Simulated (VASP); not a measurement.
# WS2 (P6_3/mmc) in VASP: further runs

WS2 is run at these levels: PBEsol+D3(BJ); tasks: single point.

All numbers are computed with VASP 6.6.1; they aren't measurements. Logs are shortened: lines on timing, memory, paths and dates and some standing lists are left out, and cuts for length are marked.

### Step 1. The cell of the first run

The structure is hexagonal, space group P6_3/mmc (No. 194). Conventional cell: a = 3.177 Å, b = 3.177 Å, c = 11.698 Å, α = 90.00°, β = 90.00°, γ = 120.00°. Within 3.2 Å of W (site symmetry -6m2) lie 6 S at 2.40 Å and 6 W at 3.18 Å. Within 3.2 Å of S (site symmetry 3m) lie 3 W at 2.40 Å and 7 S at 3.10 to 3.18 Å.

### Step 2. Single point, PBEsol+D3(BJ) (biaxial strain in the a-b plane: +2.0 %, then relaxed in part)

Contents of INCAR:

```
SYSTEM = WS2
  PREC = Accurate
  ENCUT = 520
  EDIFF = 1E-6
  ISMEAR = 0
  SIGMA = 0.02
  LREAL = .FALSE.
  LASPH = .TRUE.
  NELM = 60
  ALGO = Normal
  ISIF = 2
  LWAVE = .FALSE.
  LCHARG = .FALSE.
  GGA = PS
  IVDW = 12
  NBANDS = 35
```

Contents of KPOINTS:

```
regular mesh
0
G
  12 12 4
  0 0 0
```

Contents of POSCAR:

```
WS2
1.0
    3.1768832311      0.0000000000      0.0000000000
   -1.5884416155      2.7512615830      0.0000000000
    0.0000000000      0.0000000000     11.6980176994
W S
2 4
Direct
    0.3333333333      0.6666666667      0.7500000000
    0.6666666667      0.3333333333      0.2500000000
    0.3333333333      0.6666666667      0.1175440424
    0.6666666667      0.3333333333      0.6175440424
    0.3333333333      0.6666666667      0.3824559576
    0.6666666667      0.3333333333      0.8824559576
```

Potentials or basis: VASP PAW PBE potentials, release 64 (W_sv, S).

The run is started by

```sh
cat potpaw_PBE.64/W_sv/POTCAR potpaw_PBE.64/S/POTCAR > POTCAR
mpirun -np 1 vasp_std > vasp.out
```

OUTCAR:

```text
SYSTEM = WS2
   PREC = Accurate
   ENCUT = 520
   EDIFF = 1E-6
   ISMEAR = 0
   LREAL = .FALSE.
   LASPH = .TRUE.
   NELM = 60
   ISIF = 2
   GGA = PS
   IVDW = 12
 IVDW          = 12

 ion  position               nearest neighbor table
   1  0.333  0.667  0.750-   4 2.40   6 2.40   4 2.40   6 2.40   4 2.40   6 2.40
   2  0.667  0.333  0.250-   3 2.40   5 2.40   3 2.40   5 2.40   3 2.40   5 2.40
   3  0.333  0.667  0.118-   2 2.40   2 2.40   2 2.40
   4  0.667  0.333  0.618-   1 2.40   1 2.40   1 2.40
   5  0.333  0.667  0.382-   2 2.40   2 2.40   2 2.40
   6  0.667  0.333  0.882-   1 2.40   1 2.40   1 2.40

  LATTYP: Found a hexagonal cell.
 ALAT       =     3.1768832311
 C/A-ratio  =     3.6822309315

  Lattice vectors:

 A1 = (   3.1768832311,   0.0000000000,   0.0000000000)
 A2 = (  -1.5884416155,   2.7512615830,   0.0000000000)
 A3 = (   0.0000000000,   0.0000000000,  11.6980176994)

Analysis of symmetry for initial positions (statically):
=====================================================================
 Subroutine PRICEL returns:
 Original cell was already a primitive cell.

 Routine SETGRP: Setting up the symmetry group for a
 hexagonal supercell.

 Subroutine GETGRP returns: Found 24 space group operations
 (whereof 12 operations were pure point group operations)
 out of a pool of 24 trial point group operations.

The static configuration has the point symmetry D_3d.
 The point group associated with its full space group is D_6h.

Analysis of symmetry for dynamics (positions and initial velocities):
=====================================================================
 Subroutine PRICEL returns:
 Original cell was already a primitive cell.

 Routine SETGRP: Setting up the symmetry group for a
 hexagonal supercell.

 Subroutine GETGRP returns: Found 24 space group operations
 (whereof 12 operations were pure point group operations)
 out of a pool of 24 trial point group operations.

The dynamic configuration has the point symmetry D_3d.
 The point group associated with its full space group is D_6h.

 Subroutine INISYM returns: Found 24 space group operations
 (whereof 12 operations are pure point group operations),
 and found     1 'primitive' translations

----------------------------------------------------------------------------------------

                                     Primitive cell

  volume of cell :     102.2458

  direct lattice vectors                    reciprocal lattice vectors
     3.176883231  0.000000000  0.000000000     0.314773924  0.181734810  0.000000000
    -1.588441616  2.751261583  0.000000000     0.000000000  0.363469619  0.000000000
     0.000000000  0.000000000 11.698017699     0.000000000  0.000000000  0.085484569

  length of vectors
     3.176883231  3.176883231 11.698017699     0.363469619  0.363469619  0.085484569

  position of ions in fractional coordinates (direct lattice)
     0.333333333  0.666666667  0.750000000
     0.666666667  0.333333333  0.250000000
     0.333333333  0.666666667  0.117544042
     0.666666667  0.333333333  0.617544042
     0.333333333  0.666666667  0.382455958
     0.666666667  0.333333333  0.882455958

  ion indices of the primitive-cell ions
   primitive index   ion index
                 1           1
                 2           2
                 3           3
                 4           4
                 5           5
                 6           6

----------------------------------------------------------------------------------------

 KPOINTS: regular mesh

Automatic generation of k-mesh.
 Grid dimensions read from file:
 generate k-points for:   12   12    4

 Generating k-lattice:

  Cartesian coordinates                     Fractional coordinates (reciprocal lattice)
     0.026231160  0.015144567  0.000000000     0.083333333  0.000000000  0.000000000
     0.000000000  0.030289135  0.000000000     0.000000000  0.083333333  0.000000000
     0.000000000  0.000000000  0.021371142     0.000000000  0.000000000  0.250000000

  Length of vectors
     0.030289135  0.030289135  0.021371142

  Shift w.r.t. Gamma in fractional coordinates (k-lattice)
     0.000000000  0.000000000  0.000000000

 Subroutine IBZKPT returns following result:
 ===========================================

 Found     57 irreducible k-points:

 Following reciprocal coordinates:
            Coordinates               Weight
  0.000000  0.000000  0.000000      1.000000
  0.083333  0.000000  0.000000      6.000000
  0.166667 -0.000000  0.000000      6.000000
  0.250000  0.000000  0.000000      6.000000
  0.333333 -0.000000  0.000000      6.000000
  0.416667  0.000000  0.000000      6.000000
[... 16 lines left out ...]
  0.250000  0.000000  0.250000     12.000000
  0.333333 -0.000000  0.250000     12.000000
 [... further k-points ...]
   k-points           NKPTS =     57   k-points in BZ     NKDIM =     57   number of bands    NBANDS=     35
   number of dos      NEDOS =    301   number of ions     NIONS =      6
   total plane-waves  NPLWV =  51840
   dimension x,y,z NGX =    24 NGY =   24 NGZ =   90
   dimension x,y,z NGXF=    48 NGYF=   48 NGZF=  180
   ions per type =               2   4
   NGX,Y,Z   is equivalent  to a cutoff of  12.56, 12.56, 12.79 a.u.
   NGXF,Y,Z  is equivalent  to a cutoff of  25.12, 25.12, 25.58 a.u.
 SYSTEM =  WS2
   PREC   = accura    normal or accurate (medium, high low for compatibility)
   ISTART =      0    job   : 0-new  1-cont  2-samecut
   ICHARG =      2    charge: 1-file 2-atom 10-const
   ISPIN  =      1    spin polarized calculation?
   LNONCOLLINEAR =      F non collinear calculations
   LSORBIT =      F    spin-orbit coupling
   LASPH  =      T    aspherical Exc in radial PAW
   ENCUT  =  520.0 eV  38.22 Ry    6.18 a.u.   5.91  5.91 21.75*2*pi/ulx,y,z
   NELM   =     60;   NELMIN=  2; NELMDL= -5     # of ELM steps
   EDIFF  = 0.1E-05   stopping-criterion for ELM
   LREAL  =      F    real-space projection
   EDIFFG = 0.1E-04   stopping-criterion for IOM
   NSW    =      0    number of steps for IOM
   IBRION =     -1    ionic relax: 0-MD 1-quasi-New 2-CG
   NFREE  =      0    steps in history (QN), initial steepest desc. (CG)
   ISIF   =      2    stress and relaxation
   ISYM   =      2    0-nonsym 1-usesym 2-fastsym
   POTIM  = 0.5000    time-step for ionic-motion
   TEBEG  =    0.0;   TEEND  =   0.0 temperature during run
   PSTRESS=    0.0 pullay stress
   NELECT =      52.0000    total number of electrons
   NUPDOWN=      -1.0000    fix difference up-down
   EMIN   =  10.00;   EMAX   =-10.00  energy-range for DOS
   EFERMI =   0.00;   METHOD = LEGACY
   ISMEAR =     0;   SIGMA  =   0.02  broadening in eV -4-tet -1-fermi 0-gaus
   EFERMI_NEDOS =   21; number of points for ismear=-14 and -15
   IALGO  =     38    algorithm
   IMIX   =      4    mixing-type and parameters
     AMIX     =   0.40;   BMIX     =  1.00
     AMIX_MAG =   1.60;   BMIX_MAG =  1.00
  volume/ion in A,a.u.               =      17.04       115.00
  Fermi-wavevector in a.u.,A,eV,Ry     =   1.306755  2.469409 23.233423  1.707608
  Thomas-Fermi vector in A             =   2.437536
   LORBIT       =      0    0 simple, 1 ext, 2 COOP (PROOUT), +10 PAW based schemes
   GGA     = PS    functional components
   LHFCALC =     F    Hartree Fock is set to
   AEXX    =    0.0000 exact exchange contribution
   IVDW    =    12    specifies the selected vdW correction
   LEPSILON=     F    determine dielectric tensor
   LRPA    =     F    only Hartree local field effects (RPA)
 non-spin polarized calculation
 Gauss-broadening in eV      SIGMA  =   0.02
  energy-cutoff  :      520.00
  volume of cell :      102.25
 maximum number of plane-waves:      2778
 NGX is ok and might be reduce to    24
   NGX = 11   NGY = 11   NGZ = 43

 number of electron      52.0000004 magnetization

 Free energy of the ion-electron system (eV)
  ---------------------------------------------------
  ext. energy  EPLUGINS =         0.00000000
  ---------------------------------------------------
  free energy    TOTEN  =       -50.45603817 eV

  energy without entropy =      -50.45603817  energy(sigma->0) =      -50.45603817

 E-fermi :   8.4095     XC(G=0): -11.4055

 val. band max:        8.1700051597   @ k =   0.0000   0.0000   0.0000
 cond. band min:       8.8518384049   @ k =   0.1667   0.1667   0.0000
 fundamental gap:      0.6818332453
 Fermi energy:         8.4095443620

 k-point     1 :       0.0000    0.0000    0.0000
  band No.  band energies     occupation
      1     -66.6715      2.00000
      2     -66.6715      2.00000
      3     -30.9272      2.00000
      4     -30.9271      2.00000
      5     -30.7749      2.00000
      6     -30.7749      2.00000
[... 27 lines left out ...]
     34      10.5283      0.00000
     35      12.4964      0.00000

 k-point     2 :       0.0833    0.0000    0.0000
  band No.  band energies     occupation
      1     -66.6703      2.00000
      2     -66.6703      2.00000
      3     -30.9229      2.00000
      4     -30.9228      2.00000
      5     -30.7987      2.00000
      6     -30.7987      2.00000
[... 27 lines left out ...]
     34      10.4379      0.00000
     35      13.0456      0.00000

 k-point     3 :       0.1667   -0.0000    0.0000
  band No.  band energies     occupation
      1     -66.6672      2.00000
      2     -66.6671      2.00000
      3     -30.9112      2.00000
      4     -30.9111      2.00000
      5     -30.8631      2.00000
      6     -30.8631      2.00000
[... 27 lines left out ...]
     34      10.9718      0.00000
     35      14.2020      0.00000

 k-point     4 :       0.2500    0.0000    0.0000
  band No.  band energies     occupation
      1     -66.6628      2.00000
      2     -66.6628      2.00000
      3     -30.9499      2.00000
      4     -30.9498      2.00000
      5     -30.8951      2.00000
      6     -30.8950      2.00000
[... 27 lines left out ...]
     34      11.5967      0.00000
     35      14.6159      0.00000

 k-point     5 :       0.3333   -0.0000    0.0000
  band No.  band energies     occupation
      1     -66.6585      2.00000
      2     -66.6584      2.00000
      3     -31.0354      2.00000
      4     -31.0353      2.00000
      5     -30.8790      2.00000
      6     -30.8789      2.00000
[... 638 lines left out ...]
 k-point    22 :       0.1667   -0.0000    0.2500
  band No.  band energies     occupation
      1     -66.6672      2.00000
      2     -66.6671      2.00000
      3     -30.9112      2.00000
      4     -30.9111      2.00000
      5     -30.8631      2.00000
      6     -30.8631      2.00000
[... 27 lines left out ...]
     34      10.9534      0.00000
     35      14.2309      0.00000

 k-point    23 :       0.2500    0.0000    0.2500
  band No.  band energies     occupation
      1     -66.6628      2.00000
      2     -66.6628      2.00000
      3     -30.9499      2.00000
      4     -30.9499      2.00000
      5     -30.8951      2.00000
      6     -30.8950      2.00000
[... 27 lines left out ...]
     34      11.5496      0.00000
     35      14.5123      0.00000

 k-point    24 :       0.3333   -0.0000    0.2500
  band No.  band energies     occupation
      1     -66.6585      2.00000
      2     -66.6584      2.00000
      3     -31.0354      2.00000
      4     -31.0354      2.00000
      5     -30.8790      2.00000
      6     -30.8789      2.00000
[... 27 lines left out ...]
     34      12.0021      0.00000
     35      13.5204      0.00000

 [... further k-points ...]

------------------------ aborting loop because EDIFF is reached ----------------------------------------

 Edisp (eV)   -2.41498

 E8    (eV) :    -1.5673

  FORCE on cell =-STRESS in cart. coord.  units (eV):
  Direction    XX          YY          ZZ          XY          YZ          ZX
  --------------------------------------------------------------------------------------
  -------------------------------------------------------------------------------------
  Total      -3.80354    -3.80354     0.11085    -0.00000     0.00000     0.00000
  in kB     -59.60096   -59.60096     1.73706    -0.00000     0.00000     0.00000
  external pressure =      -39.15 kB  Pullay stress =        0.00 kB

 VOLUME and BASIS-vectors are now :
 -----------------------------------------------------------------------------
  energy-cutoff  :      520.00
  volume of cell :      102.25
      direct lattice vectors                 reciprocal lattice vectors
     3.176883231  0.000000000  0.000000000     0.314773924  0.181734810  0.000000000
    -1.588441616  2.751261583  0.000000000     0.000000000  0.363469619  0.000000000
     0.000000000  0.000000000 11.698017699     0.000000000  0.000000000  0.085484569

 POSITION                                       TOTAL-FORCE (eV/Angst)
 -----------------------------------------------------------------------------------
     -0.00000      1.83417      8.77351        -0.000000      0.000000      0.000000
      1.58844      0.91709      2.92450         0.000000     -0.000000      0.000000
     -0.00000      1.83417      1.37503         0.000000     -0.000000     -0.017677
      1.58844      0.91709      7.22404        -0.000000      0.000000     -0.017677
     -0.00000      1.83417      4.47398         0.000000     -0.000000      0.017677
      1.58844      0.91709     10.32299        -0.000000      0.000000      0.017677
 -----------------------------------------------------------------------------------
    total drift:                               -0.000000      0.000000     -0.000000

  FREE ENERGIE OF THE ION-ELECTRON SYSTEM (eV)
  ---------------------------------------------------
  free  energy   TOTEN  =       -52.8710155819 eV

  energy  without entropy=      -52.8710155819  energy(sigma->0) =      -52.87101558
```

It took 2.8 min on 1 thread of Intel Xeon Platinum 8259CL at 2.50GHz (Skylake/Cascade Lake), shared host; peak memory 0.32 GiB.

Results:

```
Free energy                : -52.8710 eV
Pressure                   : -3.9 GPa
Largest force              : 0.018 eV/Å
Band gap on the k mesh     : 0.68 eV, indirect (least direct gap 1.65 eV)
Dispersion energy per atom : -0.402 eV
```

Forces in eV/Å, atoms in the order of the input:
```
W    0.000  0.000  0.000
W    0.000  0.000  0.000
S    0.000  0.000 -0.018
S    0.000  0.000 -0.018
S    0.000  0.000  0.018
S    0.000  0.000  0.018
```

Stress tensor (GPa, compression positive):
```
-5.96  0.00  0.00
 0.00 -5.96  0.00
 0.00  0.00  0.17
```

Caveat: the cell differs from its parent crystal (biaxial strain in the a-b plane: +2.0 %, then relaxed in part); the PAW data sets were made with another functional, which shifts forces and pressure a little; spin-orbit coupling is left out, which moves the levels of the heavy elements.

(Part 1 of 2 ends here.)
